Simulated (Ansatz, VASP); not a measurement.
## MgI2 in VASP and in Ansatz

```xyz
3
Lattice="4.1363 0.0000 0.0000 -2.0681 3.5821 0.0000 0.0000 0.0000 30.6000" Properties=species:S:1:pos:R:3 pbc="T T T"
I     0.0000    2.3881    7.0229
I     2.0681    1.1940   10.3771
Mg    0.0000    0.0000    8.7000
```

Alike in both runs: functional PBE; dispersion D4; k mesh 12 × 12 × 1; occupations gaussian, width 0.03 eV; no spin polarisation.

Ansatz relaxed the structure, and its values are those at the end. VASP's run is a single point on that final structure, the one shown.

```csv
,VASP,Ansatz
version,VASP 6.6.1,Ansatz 0.2.0
potentials or method,"VASP PAW PBE potentials, release 64 (I, Mg), cutoff 520 eV","scalar-relativistic, plane waves, PAW"
valence electrons in the cell,16,44
```

```tsv
	VASP	Ansatz	Ansatz less VASP
gap on the k mesh at the Fermi level (eV)	3.63	3.65	+0.016
least direct gap on the mesh (eV)	4.08	4.09	+0.013
rms of the force components (eV/Å)	0.006	0.000	-0.0055
```

VASP's potentials hold 16 valence electrons a cell and Ansatz's 44, so a difference there can come from the potentials and not from the codes. Ansatz's warnings: slab cell height set, structure snapped to symmetry.

Spin-orbit coupling is off throughout.
